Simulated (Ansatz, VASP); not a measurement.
**One calculation of LaPb3, two programs**

```xyz
4
Lattice="4.9060 0.0000 0.0000 0.0000 4.9060 0.0000 0.0000 0.0000 4.9551" Properties=species:S:1:pos:R:3 pbc="T T T"
La    0.0000    0.0000    0.0000
Pb    0.0000    2.4530    2.4775
Pb    2.4530    0.0000    2.4775
Pb    2.4530    2.4530    0.0000
```

Change from the starting cell: zz strain of +1 %.

Alike in both runs: task single point; functional PBEsol; k mesh 7 × 7 × 7; occupations fermi-dirac, width 0.05 eV; no spin polarisation.

|  | VASP | Ansatz |
| --- | --- | --- |
| version | VASP 6.6.1 | Ansatz 0.2.0 |
| potentials or method | VASP PAW PBE potentials, release 64 (La, Pb_d), cutoff 520 eV | all-electron LAPW, scalar-relativistic |

Ansatz gave:

- pressure (GPa): -1.3
- traceless stress, the component that is largest in VASP (GPa): -0.32

Task: What did VASP give for the same quantities?

Result: Pressure (GPa): -1.4; traceless stress, the component that is largest in VASP (GPa): -0.32.

VASP's potentials were made for PBE, not for PBEsol. Ansatz ran all-electron here, and VASP with PAW potentials.

Neither program's run includes spin-orbit coupling.
